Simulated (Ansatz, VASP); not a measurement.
## TaRu2: VASP beside Ansatz

```
Ta Ru
1.0
    -1.56569    1.56569    4.79047
     1.56569   -1.56569    4.79047
     1.56569    1.56569   -4.79047
Ta Ru
1 2
Direct
  0.00000 0.00000 0.00000
  0.65403 0.65403 0.00000
  0.34597 0.34597 0.00000
```

Alike in both runs: functional PBE; k mesh 20 × 20 × 20; occupations gaussian, width 0.1 eV; no spin polarisation.

Ansatz relaxed the structure, and its values are those at the end. VASP's run is a single point on that final structure, the one shown.

```csv
,VASP,Ansatz
version,VASP 6.6.1,Ansatz 0.2.0
potentials or method,"VASP PAW PBE potentials, release 64 (Ta_pv, Ru_pv), cutoff 520 eV","scalar-relativistic, plane waves, PAW"
valence electrons in the cell,39,45
```

|  | VASP | Ansatz | Ansatz less VASP |
| --- | --- | --- | --- |
| gap on the k mesh at the Fermi level (eV) | none | none | - |
| pressure (GPa) | 0.1 | 0.0 | -0.14 |
| rms of the force components (eV/Å) | 0.012 | 0.000 | -0.0123 |

A gap of «none» marks a metal or a gap that the smearing closes. With one functional, cell and mesh, what is left measures potentials, basis and numerics. VASP's potentials hold 39 valence electrons a cell and Ansatz's 45, so a difference there can come from the potentials and not from the codes.

Neither program's run includes spin-orbit coupling.
